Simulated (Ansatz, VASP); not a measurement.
**One calculation of BaCd3Sn2, two programs**

```
CELL_PARAMETERS angstrom
6.07162 0.00000 0.00000
-3.03581 5.25818 0.00000
0.00000 0.00000 4.78596
ATOMIC_POSITIONS crystal
Ba 0.00000 0.00000 0.00000
Cd 0.50000 0.00000 0.50000
Cd 0.50000 0.50000 0.50000
Cd 0.00000 0.50000 0.50000
Sn 0.33333 0.66667 0.00000
Sn 0.66667 0.33333 0.00000
```

Change from the starting cell: species swapped into the CeGa3Pd2 type (P6/mmm, No. 191).

Alike in both runs: task single point; functional PBE; k mesh 3 × 3 × 4; occupations gaussian, width 0.1 eV; no spin polarisation.

|  | VASP | Ansatz |
| --- | --- | --- |
| version | VASP 6.6.1 | Ansatz 0.2.0 |
| potentials or method | VASP PAW PBE potentials, release 64 (Ba_sv, Cd, Sn_d), cutoff 520 eV | scalar-relativistic, plane waves, PAW |
| valence electrons in the cell | 74 | 98 |

|  | VASP | Ansatz | Ansatz less VASP |
| --- | --- | --- | --- |
| gap on the k mesh at the Fermi level (eV) | none | none | - |
| pressure (GPa) | 8.0 | 7.6 | -0.40 |
| traceless stress, the component that is largest in VASP (GPa) | -2.60 | -2.43 | +0.173 |

A gap of «none» marks a metal or a gap that the smearing closes. The functional is the same, so the differences come from potentials, cutoffs and numerics. VASP's potentials hold 74 valence electrons a cell and Ansatz's 98, so a difference there can come from the potentials and not from the codes.

The k mesh is coarse, so the values compare programs but aren't converged. Neither program's run includes spin-orbit coupling.
